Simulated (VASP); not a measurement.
A run of VASP 6.6.1 is set up as follows.

INCAR

```
  PREC = Accurate
  ENCUT = 520
  EDIFF = 1E-6
  ISMEAR = 0
  SIGMA = 0.02
  LREAL = Auto
  LASPH = True
  NELM = 80
  ALGO = Normal
  ISIF = 2
  LWAVE = False
  LCHARG = False
  GGA = PE
  IVDW = 12
  IBRION = 2
  NSW = 80
  EDIFFG = -0.03
```

File KPOINTS:

```
Automatic mesh
0
Gamma
  2 2 2
```

File POSCAR:

```
Zn7O8
1.0
   -3.3510000000     -5.8041020000      0.0000000000
    5.0265000000     -2.9020510000      0.0000000000
    0.0000000000      0.0000000000      5.2260000000
Zn O
7 8
Direct
    0.4998700000      0.6664903000      0.4944100000
    0.2589144000      0.8345366000      0.0037698000
    0.2474019000      0.1565573000      0.5104898000
    0.0005171000      0.3386240000     -0.0010704000
   -0.0001431000      0.6648040000      0.5012859000
    0.7545098000      0.8281645000      0.0017118000
    0.7499039000      0.1624807000      0.4950318000
    0.5041621000      0.3234451000      0.3745385000
    0.5027392000      0.6781703000      0.8834320000
    0.2475267000      0.8223599000      0.3782921000
    0.2437860000      0.1594196000      0.8777115000
   -0.0005608000      0.3330640000      0.3975030000
   -0.0052523000      0.6640238000      0.8712289000
    0.7437385000      0.8399432000      0.3626733000
    0.7578550000      0.1681142000      0.8746014000
```

Potentials or basis: VASP PAW PBE potentials, release 64 (Zn, O).

The run is started by

```sh
$ cat potpaw_PBE.64/Zn/POTCAR potpaw_PBE.64/O/POTCAR > POTCAR
$ mpirun -np 1 vasp_std > vasp.out
```

Question: Predict the dispersion energy per atom.

Answer: -0.182 eV.

Question: What does it give for the energy gained by relaxing?

Answer: 50.1 meV/atom.

Final structure:
```
Zn O
1.0
    -3.35100   -5.80410    0.00000
     5.02650   -2.90205    0.00000
     0.00000    0.00000    5.22600
Zn O
7 8
Direct
  0.50026 0.65702 0.49695
  0.25136 0.83259 0.99372
  0.25399 0.16670 0.50019
  0.00057 0.33284 0.00077
  0.00018 0.66736 0.49645
  0.75026 0.83292 0.99369
  0.74557 0.16680 0.49991
  0.49981 0.32952 0.41996
  0.50075 0.71382 0.86562
  0.24979 0.83025 0.37797
  0.21397 0.14407 0.86899
  0.99986 0.33346 0.38189
  0.00080 0.65835 0.88385
  0.75071 0.83029 0.37749
  0.78710 0.14420 0.86816
```

Caveat: the k points lie up to 0.60 Å⁻¹ apart.
